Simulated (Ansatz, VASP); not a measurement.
One calculation of Ba2Hf2O, two programs

INCAR

```
SYSTEM = Ba2Hf2O
  PREC = Accurate
  ENCUT = 600
  EDIFF = 1E-7
  ISMEAR = 0
  SIGMA = 0.1
  LREAL = .FALSE.
  LASPH = .TRUE.
  NELM = 80
  ALGO = Normal
  ISIF = 3
  LWAVE = .FALSE.
  LCHARG = .FALSE.
  GGA = PE
  IBRION = 2
  NSW = 90
  EDIFFG = -0.04
```

File KPOINTS:

```
regular mesh
0
G
  6 6 2
  0 0 0
```

File POSCAR:

```
Ba2Hf2O
1.0
    4.5620118300      0.0000000000      0.0000000000
   -2.2810059100      3.9508181300      0.0000000000
    0.0000000000      0.0000000000      7.8402681400
Ba Hf O
2 2 1
Direct
    0.3333333300      0.6666666700      0.2621699900
    0.6666666700      0.3333333300      0.7378300100
    0.3333333300      0.6666666700      0.6293000000
    0.6666666700      0.3333333300      0.3707000000
    0.0000000000      0.0000000000      0.0000000000
```

Input for Ansatz:

```yaml
crystal:
  lattice:
    - [4.56201183, 0.0, 0.0]
    - [-2.28100591, 3.95081813, 0.0]
    - [0.0, 0.0, 7.84026814]
  atoms:
    - { symbol: Ba, position: [0.33333333, 0.66666667, 0.26216999] }
    - { symbol: Ba, position: [0.66666667, 0.33333333, 0.73783001] }
    - { symbol: Hf, position: [0.33333333, 0.66666667, 0.6293] }
    - { symbol: Hf, position: [0.66666667, 0.33333333, 0.3707] }
    - { symbol: O, position: [0.0, 0.0, 0.0] }
basis:
  ecutwfc: 420
kpoints:
  mp_grid: { grid: [6, 6, 2] }
hamiltonian:
  xc: pbe
scf:
  occupations: { method: gaussian, width: 0.1 }
  lower_state_search: "off"
output:
  forces: true
  stress: true
  eigenvalues: true
relax:
  adjacent_minimum: "off"
  f_tol: 0.04
  max_steps: 70
  cell: { stress_tol: 0.4 }
```

Change from the starting cell: species swapped into the CaAl2Ge2 type (P-3m1, No. 164).

Alike in both runs: task relaxation of cell and atoms; functional PBE; k mesh 6 × 6 × 2; occupations gaussian, width 0.1 eV; no spin polarisation.

|  | VASP | Ansatz |
| --- | --- | --- |
| version | VASP 6.6.1 | Ansatz 0.2.0 |
| potentials or method | VASP PAW PBE potentials, release 64 (Ba_sv, Hf_pv, O), cutoff 600 eV | scalar-relativistic, plane waves, PAW |
| valence electrons in the cell | 46 | 78 |

```tsv
	VASP	Ansatz	Ansatz less VASP
gap on the k mesh at the Fermi level, each at its own relaxed structure (eV)	none	none	-
relaxed volume (Å³/atom)	26.59	26.84	+0.248
relaxed cell length with the largest relative difference (Å)	11.877	12.372	+0.4954
```

A gap of «none» marks a metal or a gap that the smearing closes. VASP's potentials hold 46 valence electrons a cell and Ansatz's 78, so a difference there can come from the potentials and not from the codes.

The k mesh is coarse, so the values compare programs but aren't converged. Spin-orbit coupling is off throughout.
